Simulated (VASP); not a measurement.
Here is a VASP 6.6.1 calculation.

The input INCAR:

```
PREC = Accurate
ENCUT = 520
EDIFF = 1E-6
ISMEAR = 0
SIGMA = 0.03
LREAL = F
LASPH = T
NELM = 60
ALGO = Normal
ISIF = 2
LWAVE = F
LCHARG = F
GGA = CA
NBANDS = 29
```

KPOINTS

```
Automatic mesh
0
Gamma
  10 10 10
```

Contents of POSCAR:

```
Al2Ru
1.0
    0.0000000000      3.6977199564      4.0651824508
    2.4579716853      0.0000000000      4.0651824508
    2.4579716853      3.6977199564      0.0000000000
Al Ru
4 2
Direct
    0.0788992938      0.4211007062      0.0788992938
    0.4211007062      0.0788992938      0.4211007062
    0.1711007062      0.8288992938      0.1711007062
    0.8288992938      0.1711007062      0.8288992938
    0.7500000000      0.7500000000      0.7500000000
    0.5000000000      0.5000000000      0.5000000000
```

Potentials or basis: VASP PAW LDA potentials, release 64 (Al, Ru_pv).

Launch:

```bash
$ cat potpaw_LDA.64/Al/POTCAR potpaw_LDA.64/Ru_pv/POTCAR > POTCAR
$ mpirun -np 1 vasp_std > vasp.out
```

Problem. What does it give for the pressure?

Solution. 21.6 GPa.

Problem. What does it give for the largest force?

Solution. 0.282 eV/Å.

Stress tensor (GPa, compression positive):
```
-4.86  0.00  0.00
 0.00 34.99  0.00
 0.00  0.00 34.79
```

Caveat: the stress differs along the axes, from -5 to 35 GPa.
